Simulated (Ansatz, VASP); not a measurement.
Hf2H3: VASP beside Ansatz

INCAR

```
SYSTEM = Hf2H3
PREC = Accurate ; ENCUT = 600
EDIFF = 1E-7 ; ISMEAR = 0
SIGMA = 0.1 ; LREAL = .FALSE.
LASPH = .TRUE. ; NELM = 100
ALGO = Normal ; ISIF = 3
LWAVE = .FALSE. ; LCHARG = .FALSE.
GGA = PE ; IBRION = 2
NSW = 90 ; EDIFFG = -0.04
```

Contents of KPOINTS:

```
regular mesh
0
G
  6 6 4
  0 0 0
```

POSCAR

```
Hf2H3
1.0
    3.4666411700      0.0000000000      0.0000000000
   -1.7333205800      3.0021993200      0.0000000000
    0.0000000000      0.0000000000      6.7681162800
Hf H
2 3
Direct
    0.0000000000      0.0000000000      0.2294663400
    0.0000000000      0.0000000000      0.7705336600
    0.3333333300      0.6666666700      0.0000000000
    0.6666666700      0.3333333300      0.0000000000
    0.0000000000      0.0000000000      0.5000000000
```

Input for Ansatz:

```yaml
crystal:
  lattice:
    - [3.46664117, 0.0, 0.0]
    - [-1.73332058, 3.00219932, 0.0]
    - [0.0, 0.0, 6.76811628]
  atoms:
    - { symbol: Hf, position: [0.0, 0.0, 0.22946634] }
    - { symbol: Hf, position: [0.0, 0.0, 0.77053366] }
    - { symbol: H, position: [0.33333333, 0.66666667, 0.0] }
    - { symbol: H, position: [0.66666667, 0.33333333, 0.0] }
    - { symbol: H, position: [0.0, 0.0, 0.5] }
basis:
  ecutwfc: 420
kpoints:
  mp_grid: { grid: [6, 6, 4] }
hamiltonian:
  xc: pbe
scf:
  occupations: { method: gaussian, width: 0.1 }
  lower_state_search: "off"
output:
  forces: true
  stress: true
  eigenvalues: true
relax:
  adjacent_minimum: "off"
  f_tol: 0.04
  max_steps: 70
  cell: { stress_tol: 0.4 }
```

Alike in both runs: task relaxation of cell and atoms; functional PBE; k mesh 6 × 6 × 4; occupations gaussian, width 0.1 eV; no spin polarisation.

|  | VASP | Ansatz |
| --- | --- | --- |
| version | VASP 6.6.1 | Ansatz 0.2.0 |
| potentials or method | VASP PAW PBE potentials, release 64 (Hf_pv, H), cutoff 600 eV | scalar-relativistic, plane waves, PAW |
| valence electrons in the cell | 23 | 55 |

```csv
,VASP,Ansatz,Ansatz less VASP
"gap on the k mesh at the Fermi level, each at its own relaxed structure (eV)",none,none,-
relaxed volume (Å³/atom),11.31,11.41,+0.100
relaxed cell length with the largest relative difference (Å),3.156,3.167,+0.0106
```

A gap of «none» marks a metal or a gap that the smearing closes. VASP's potentials hold 23 valence electrons a cell and Ansatz's 55, so a difference there can come from the potentials and not from the codes.

Spin-orbit coupling is off throughout. Noted on VASP's run: the volume moved by over 15 % at a fixed basis, so the end points are rough.
